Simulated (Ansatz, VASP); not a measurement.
Two plane-wave programs on SiC

```
Si C
1.0
     1.54946    0.89458    3.61183
    -1.54946    0.89458    3.61183
     0.00000   -1.78916    3.61183
Si C
1 1
Direct
  0.83475 0.83475 0.83475
  0.16520 0.16520 0.16520
```

Alike in both runs: task relaxation of cell and atoms; functional PBE; k mesh 6 × 6 × 6; occupations gaussian, width 0.1 eV; no spin polarisation.

|  | VASP | Ansatz |
| --- | --- | --- |
| version | VASP 6.6.1 | Ansatz 0.2.0 |
| potentials or method | VASP PAW PBE potentials, release 64 (Si, C), cutoff 600 eV | scalar-relativistic, plane waves, PAW |
| valence electrons in the cell | 8 | 8 |

Ansatz gave:

```
gap on the k mesh at the Fermi level, each at its own relaxed structure (eV) : 1.93
relaxed volume (Å³/atom)                                                     : 15.02
relaxed cell length with the largest relative difference (Å)                 : 4.031
```

What did VASP give for the same quantities?

gap on the k mesh at the Fermi level, each at its own relaxed structure (eV): 1.92; relaxed volume (Å³/atom): 15.02; relaxed cell length with the largest relative difference (Å): 4.031.

Noted on VASP's run: the relaxation stopped at its first step, so nothing moved.
